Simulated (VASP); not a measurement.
Input of a VASP 6.6.1 run:

INCAR

```
SYSTEM = C
ALGO = Normal
EDIFF = 1E-6
ENCUT = 520
GGA = PE
ISIF = 2
ISMEAR = 0
LASPH = .True.
LCHARG = .False.
LREAL = .False.
LWAVE = .False.
NBANDS = 11
NELM = 80
PREC = Accurate
SIGMA = 0.05
```

Contents of KPOINTS:

```
k-points
0
Gamma
  12 12 12
  0 0 0
```

File POSCAR:

```
C
1.0
    0.0000000000      1.7857375319      1.8794887523
    1.7857375319      0.0000000000      1.8794887523
    1.7857375319      1.7857375319      0.0000000000
C
2
Direct
    0.5000000000      0.5000000000      0.5000000000
    0.7500000000      0.7500000000      0.7500000000
```

Potentials or basis: VASP PAW PBE potentials, release 64 (C).

Launch:

```console
$ cat potpaw_PBE.64/C/POTCAR > POTCAR
$ mpirun -np 1 vasp_std > vasp.out
```

Problem. Estimate the pressure.

Solution. -19.5 GPa.

Problem. Predict the band gap on the k mesh.

Solution. 3.41 eV, indirect (least direct gap 4.99 eV).

Stress tensor (GPa, compression positive):
```
 -3.84   0.00   0.00
  0.00  -3.84   0.00
  0.00   0.00 -50.92
```

Caveat: the cell differs from its parent crystal (strain +0.0525 x Voigt [0, 0, 1, 0, 0, 0]). A k mesh can miss the band edges.
